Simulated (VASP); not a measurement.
# TaTi3 (Fm-3m) in VASP: single point with LDA

Aim: the single point of TaTi3 with LDA.

Program: VASP 6.6.1. These are calculated values, not measurements. Logs are shortened: lines on timing, memory, paths and dates and some standing lists are left out, and cuts for length are marked.

**1. The cell of the first run**

Symmetry: Fm-3m, No. 225, cubic system. The conventional cell has a = 6.533 Å, b = 6.533 Å, c = 6.533 Å, α = 90.00°, β = 90.00°, γ = 90.00°. Within 3.7 Å of Ti (site symmetry -43m) lie 10 Ti at 2.83 to 3.27 Å and 4 Ta at 2.83 Å. Within 3.7 Å of Ti (site symmetry m-3m) lie 8 Ti at 2.83 Å and 6 Ta at 3.27 Å. Ta (site symmetry m-3m) has 14 Ti at 2.83 to 3.27 Å within 3.7 Å.

**2. Single point, LDA**

Input file INCAR:

```
PREC     = Accurate       # precision mode
ENCUT    = 500            # plane-wave cutoff, eV
EDIFF    = 1E-6           # SCF threshold, eV
ISMEAR   = 1              # smearing method
SIGMA    = 0.05           # smearing width, eV
LREAL    = False          # projectors in reciprocal space
LASPH    = True           # aspherical terms in the spheres
NELM     = 120            # most SCF steps
ALGO     = Normal         # electronic algorithm
ISIF     = 2              # what is computed and relaxed
LWAVE    = False          # write WAVECAR
LCHARG   = False          # write CHGCAR
GGA      = CA             # functional
NBANDS   = 32             # bands
GGA_COMPAT= False
```

Input file KPOINTS:

```
Automatic mesh
0
Gamma
  5 5 5
```

Input file POSCAR:

```
TaTi3
1.0
    0.0000000000      3.2665280000      3.2665280000
    3.2665280000      0.0000000000      3.2665280000
    3.2665280000      3.2665280000      0.0000000000
Ti Ta
3 1
Direct
    0.2500000000      0.2500000000      0.2500000000
    0.7500000000      0.7500000000      0.7500000000
    0.5000000000      0.5000000000      0.5000000000
    0.0000000000      0.0000000000      0.0000000000
```

Potentials or basis: VASP PAW LDA potentials, release 64 (Ti_sv, Ta_pv).

The run is started by

```console
> cat potpaw_LDA.64/Ti_sv/POTCAR potpaw_LDA.64/Ta_pv/POTCAR > POTCAR
> mpirun -np 1 vasp_std > vasp.out
```

OUTCAR:

```text
PREC = Accurate
   ENCUT = 500
   EDIFF = 1E-6
   ISMEAR = 1
   LREAL = False
   LASPH = True
   NELM = 120
   ISIF = 2
   GGA = CA

 ion  position               nearest neighbor table
   1  0.250  0.250  0.250-   4 2.83   4 2.83   4 2.83   3 2.83   4 2.83   3 2.83   3 2.83   3 2.83

   2  0.750  0.750  0.750-   3 2.83   3 2.83   3 2.83   3 2.83   4 2.83   4 2.83   4 2.83   4 2.83

   3  0.500  0.500  0.500-   1 2.83   1 2.83   1 2.83   1 2.83   2 2.83   2 2.83   2 2.83   2 2.83

   4  0.000  0.000  0.000-   2 2.83   2 2.83   2 2.83   1 2.83   2 2.83   1 2.83   1 2.83   1 2.83

  LATTYP: Found a face centered cubic cell.
 ALAT       =     6.5330560000

  Lattice vectors:

 A1 = (   0.0000000000,   3.2665280000,   3.2665280000)
 A2 = (   3.2665280000,   0.0000000000,   3.2665280000)
 A3 = (   3.2665280000,   3.2665280000,   0.0000000000)

Analysis of symmetry for initial positions (statically):
=====================================================================
 Subroutine PRICEL returns:
 Original cell was already a primitive cell.

 Routine SETGRP: Setting up the symmetry group for a
 face centered cubic supercell.

 Subroutine GETGRP returns: Found 48 space group operations
 (whereof 48 operations were pure point group operations)
 out of a pool of 48 trial point group operations.

The static configuration has the point symmetry O_h .

Analysis of symmetry for dynamics (positions and initial velocities):
=====================================================================
 Subroutine PRICEL returns:
 Original cell was already a primitive cell.

 Routine SETGRP: Setting up the symmetry group for a
 face centered cubic supercell.

 Subroutine GETGRP returns: Found 48 space group operations
 (whereof 48 operations were pure point group operations)
 out of a pool of 48 trial point group operations.

The dynamic configuration has the point symmetry O_h .

 Subroutine INISYM returns: Found 48 space group operations
 (whereof 48 operations are pure point group operations),
 and found     1 'primitive' translations

----------------------------------------------------------------------------------------

                                     Primitive cell

  volume of cell :      69.7090

  direct lattice vectors                    reciprocal lattice vectors
     0.000000000  3.266528000  3.266528000    -0.153067722  0.153067722  0.153067722
     3.266528000  0.000000000  3.266528000     0.153067722 -0.153067722  0.153067722
     3.266528000  3.266528000  0.000000000     0.153067722  0.153067722 -0.153067722

  length of vectors
     4.619568199  4.619568199  4.619568199     0.265121072  0.265121072  0.265121072

  position of ions in fractional coordinates (direct lattice)
     0.250000000  0.250000000  0.250000000
     0.750000000  0.750000000  0.750000000
     0.500000000  0.500000000  0.500000000
     0.000000000  0.000000000  0.000000000

  ion indices of the primitive-cell ions
   primitive index   ion index
                 1           1
                 2           2
                 3           3
                 4           4

----------------------------------------------------------------------------------------

 KPOINTS: Automatic mesh

Automatic generation of k-mesh.
 Grid dimensions read from file:
 generate k-points for:    5    5    5

 Generating k-lattice:

  Cartesian coordinates                     Fractional coordinates (reciprocal lattice)
    -0.030613544  0.030613544  0.030613544     0.200000000  0.000000000  0.000000000
     0.030613544 -0.030613544  0.030613544     0.000000000  0.200000000  0.000000000
     0.030613544  0.030613544 -0.030613544     0.000000000  0.000000000  0.200000000

  Length of vectors
     0.053024214  0.053024214  0.053024214

  Shift w.r.t. Gamma in fractional coordinates (k-lattice)
     0.000000000  0.000000000  0.000000000

 Subroutine IBZKPT returns following result:
 ===========================================

 Found     10 irreducible k-points:

 Following reciprocal coordinates:
            Coordinates               Weight
  0.000000  0.000000  0.000000      1.000000
  0.200000  0.000000  0.000000      8.000000
  0.400000  0.000000  0.000000      8.000000
  0.200000  0.200000  0.000000      6.000000
  0.400000  0.200000  0.000000     24.000000
 -0.400000  0.200000  0.000000     24.000000
 -0.200000  0.200000  0.000000     12.000000
  0.400000  0.400000  0.000000      6.000000
 -0.400000  0.400000  0.000000     12.000000
 -0.400000  0.400000  0.200000     24.000000
   k-points           NKPTS =     10   k-points in BZ     NKDIM =     10   number of bands    NBANDS=     32
   number of dos      NEDOS =    301   number of ions     NIONS =      4
   total plane-waves  NPLWV =  46656
   dimension x,y,z NGX =    36 NGY =   36 NGZ =   36
   dimension x,y,z NGXF=    72 NGYF=   72 NGZF=   72
   ions per type =               3   1
   NGX,Y,Z   is equivalent  to a cutoff of  12.96, 12.96, 12.96 a.u.
   NGXF,Y,Z  is equivalent  to a cutoff of  25.91, 25.91, 25.91 a.u.
 SYSTEM =  unknown system
   PREC   = accura    normal or accurate (medium, high low for compatibility)
   ISTART =      0    job   : 0-new  1-cont  2-samecut
   ICHARG =      2    charge: 1-file 2-atom 10-const
   ISPIN  =      1    spin polarized calculation?
   LNONCOLLINEAR =      F non collinear calculations
   LSORBIT =      F    spin-orbit coupling
   LASPH  =      T    aspherical Exc in radial PAW
   ENCUT  =  500.0 eV  36.75 Ry    6.06 a.u.   8.42  8.42  8.42*2*pi/ulx,y,z
   NELM   =    120;   NELMIN=  2; NELMDL= -5     # of ELM steps
   EDIFF  = 0.1E-05   stopping-criterion for ELM
   LREAL  =      F    real-space projection
[... 7 lines left out ...]
   TEBEG  =    0.0;   TEEND  =   0.0 temperature during run
   PSTRESS=    0.0 pullay stress
   NELECT =      47.0000    total number of electrons
   NUPDOWN=      -1.0000    fix difference up-down
   EMIN   =  10.00;   EMAX   =-10.00  energy-range for DOS
   EFERMI =   0.00;   METHOD = LEGACY
   ISMEAR =     1;   SIGMA  =   0.05  broadening in eV -4-tet -1-fermi 0-gaus
   EFERMI_NEDOS =   21; number of points for ismear=-14 and -15
   IALGO  =     38    algorithm
   IMIX   =      4    mixing-type and parameters
     AMIX     =   0.40;   BMIX     =  1.00
     AMIX_MAG =   1.60;   BMIX_MAG =  1.00
  volume/ion in A,a.u.               =      17.43       117.60
  Fermi-wavevector in a.u.,A,eV,Ry     =   1.435526  2.712751 28.038001  2.060735
  Thomas-Fermi vector in A             =   2.554815
   LORBIT       =      0    0 simple, 1 ext, 2 COOP (PROOUT), +10 PAW based schemes
   GGA     = CA    functional components
   LHFCALC =     F    Hartree Fock is set to
   AEXX    =    0.0000 exact exchange contribution
   IVDW    =     0    specifies the selected vdW correction
   LEPSILON=     F    determine dielectric tensor
   LRPA    =     F    only Hartree local field effects (RPA)
 non-spin polarized calculation
 Methfessel and Paxton  Order N= 1 SIGMA  =   0.05
  energy-cutoff  :      500.00
  volume of cell :       69.71
 maximum number of plane-waves:      1807
 NGX is ok and might be reduce to    36
   NGX = 17   NGY = 17   NGZ = 17

 number of electron      46.9999990 magnetization

 Free energy of the ion-electron system (eV)
  ---------------------------------------------------
  ext. energy  EPLUGINS =         0.00000000
  ---------------------------------------------------
  free energy    TOTEN  =       -37.95501112 eV

  energy without entropy =      -37.94915200  energy(sigma->0) =      -37.95305808

 E-fermi :   7.3309     XC(G=0): -12.0809

 val. band max:        7.3204539057   @ k =   0.2000   0.2000   0.0000
 cond. band min:       7.3319303994   @ k =   0.4000   0.0000   0.0000
 fundamental gap:      0.0114764937
 Fermi energy:         7.3308671235

 k-point     1 :       0.0000    0.0000    0.0000
  band No.  band energies     occupation
      1     -48.6058      2.00000
      2     -48.3024      2.00000
      3     -48.2951      2.00000
      4     -26.2673      2.00000
      5     -26.2673      2.00000
      6     -26.2673      2.00000
[... 24 lines left out ...]
     31      10.4643      0.00000
     32      11.3924      0.00000

 k-point     2 :       0.2000    0.0000    0.0000
  band No.  band energies     occupation
      1     -48.5998      2.00000
      2     -48.3057      2.00000
      3     -48.2981      2.00000
      4     -26.2742      2.00000
      5     -26.2742      2.00000
      6     -26.2708      2.00000
[... 24 lines left out ...]
     31      10.4031      0.00000
     32      10.4031      0.00000

 k-point     3 :       0.4000    0.0000    0.0000
  band No.  band energies     occupation
      1     -48.5896      2.00000
      2     -48.3106      2.00000
      3     -48.3040      2.00000
      4     -26.2850      2.00000
      5     -26.2850      2.00000
      6     -26.2683      2.00000
[... 24 lines left out ...]
     31      10.2613      0.00000
     32      10.2613      0.00000

 k-point     4 :       0.2000    0.2000    0.0000
  band No.  band energies     occupation
      1     -48.5978      2.00000
      2     -48.3072      2.00000
      3     -48.2988      2.00000
      4     -26.2875      2.00000
      5     -26.2875      2.00000
      6     -26.2546      2.00000
[... 24 lines left out ...]
     31      10.4340      0.00000
     32      10.4347      0.00000

 k-point     5 :       0.4000    0.2000    0.0000
  band No.  band energies     occupation
      1     -48.5889      2.00000
      2     -48.3114      2.00000
      3     -48.3039      2.00000
      4     -26.3016      2.00000
      5     -26.2965      2.00000
      6     -26.2577      2.00000
[... 24 lines left out ...]
     31       9.9986      0.00000
     32      10.1430      0.00000

 k-point     6 :      -0.4000    0.2000    0.0000
  band No.  band energies     occupation
      1     -48.5854      2.00000
      2     -48.3112      2.00000
      3     -48.3079      2.00000
      4     -26.2971      2.00000
      5     -26.2867      2.00000
      6     -26.2747      2.00000
[... 24 lines left out ...]
     31       9.9199      0.00000
     32      10.4806      0.00000

 k-point     7 :      -0.2000    0.2000    0.0000
  band No.  band energies     occupation
      1     -48.5923      2.00000
      2     -48.3092      2.00000
      3     -48.3026      2.00000
      4     -26.2899      2.00000
      5     -26.2803      2.00000
      6     -26.2713      2.00000
[... 24 lines left out ...]
     31       9.9714      0.00000
     32      10.1564      0.00000

 k-point     8 :       0.4000    0.4000    0.0000
  band No.  band energies     occupation
      1     -48.5841      2.00000
      2     -48.3156      2.00000
      3     -48.3048      2.00000
      4     -26.3233      2.00000
      5     -26.3233      2.00000
      6     -26.2410      2.00000
[... 24 lines left out ...]
     31      10.0203      0.00000
     32      10.0575      0.00000

 k-point     9 :      -0.4000    0.4000    0.0000
  band No.  band energies     occupation
      1     -48.5819      2.00000
      2     -48.3150      2.00000
      3     -48.3077      2.00000
      4     -26.3205      2.00000
      5     -26.3116      2.00000
      6     -26.2548      2.00000
[... 24 lines left out ...]
     31      10.0576      0.00000
     32      10.2599      0.00000

 k-point    10 :      -0.4000    0.4000    0.2000
  band No.  band energies     occupation
      1     -48.5833      2.00000
      2     -48.3126      2.00000
      3     -48.3087      2.00000
      4     -26.3097      2.00000
      5     -26.2966      2.00000
      6     -26.2692      2.00000
[... 24 lines left out ...]
     31       9.7666      0.00000
     32      10.2832      0.00000

------------------------ aborting loop because EDIFF is reached ----------------------------------------

  FORCE on cell =-STRESS in cart. coord.  units (eV):
  Direction    XX          YY          ZZ          XY          YZ          ZX
  --------------------------------------------------------------------------------------
  -------------------------------------------------------------------------------------
  Total       -4.2187519     -4.2187519     -4.2187519      0.0000000     -0.0000000      0.0000000
  in kB      -96.9628592    -96.9628592    -96.9628592      0.0000000     -0.0000000      0.0000000
  external PRESSURE =     -96.9628592 kB  Pullay stress =       0.0000000 kB

 VOLUME and BASIS-vectors are now :
 -----------------------------------------------------------------------------
  energy-cutoff  :      500.00
  volume of cell :       69.71
      direct lattice vectors                 reciprocal lattice vectors
     0.000000000  3.266528000  3.266528000    -0.153067722  0.153067722  0.153067722
     3.266528000  0.000000000  3.266528000     0.153067722 -0.153067722  0.153067722
     3.266528000  3.266528000  0.000000000     0.153067722  0.153067722 -0.153067722

 POSITION                                       TOTAL-FORCE (eV/Angst)
 -----------------------------------------------------------------------------------
      1.63326      1.63326      1.63326        -0.000000      0.000000     -0.000000
      4.89979      4.89979      4.89979        -0.000000     -0.000000      0.000000
      3.26653      3.26653      3.26653         0.000000     -0.000000      0.000000
      0.00000      0.00000      0.00000         0.000000     -0.000000      0.000000
 -----------------------------------------------------------------------------------
    total drift:                                0.000000      0.000000      0.000000

  FREE ENERGIE OF THE ION-ELECTRON SYSTEM (eV)
  ---------------------------------------------------
  free  energy   TOTEN  =       -37.9550111204 eV

  energy  without entropy=      -37.9491519975  energy(sigma->0) =      -37.95305808
```

Run time: 22 s. Hardware: 1 thread of AMD EPYC 9R45 (Zen 5), shared host; peak memory 0.14 GiB.

Results:

* Free energy: -37.9550 eV
* Pressure: -9.7 GPa
* Band gap on the k mesh: zero (an odd number of electrons rules out a gap without spin polarisation)

Caveat: the cell stands under tension; spin-orbit coupling is left out, which moves the levels of the heavy elements.
